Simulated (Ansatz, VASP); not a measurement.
V in VASP and in Ansatz

```xyz
3
Lattice="4.2894 0.0000 0.0000 -2.1447 3.7147 0.0000 0.0000 0.0000 2.3068" Properties=species:S:1:pos:R:3 pbc="T T T"
V    -2.1447    3.7147    0.0000
V     0.0000    2.4765    1.1534
V     2.1447    1.2382    1.1534
```

Alike in both runs: task single point; functional revPBE; k mesh 9 × 9 × 15; occupations fermi-dirac, width 0.1 eV; no spin polarisation.

|  | VASP | Ansatz |
| --- | --- | --- |
| version | VASP 6.6.1 | Ansatz 0.2.0 |
| potentials or method | VASP PAW PBE potentials, release 64 (V_sv), cutoff 520 eV | plane waves (420 eV) with PAW, scalar-relativistic |
| valence electrons in the cell | 39 | 39 |

VASP gave:

| Item | Value |
| --- | --- |
| pressure (GPa) | 27.7 |
| traceless stress, the component that is largest in VASP (GPa) | 0.94 |

Task: What did Ansatz give for the same quantities?

Result: Pressure (GPa): 27.0; traceless stress, the component that is largest in VASP (GPa): 0.51.

VASP's potentials were made for PBE, not for revPBE.
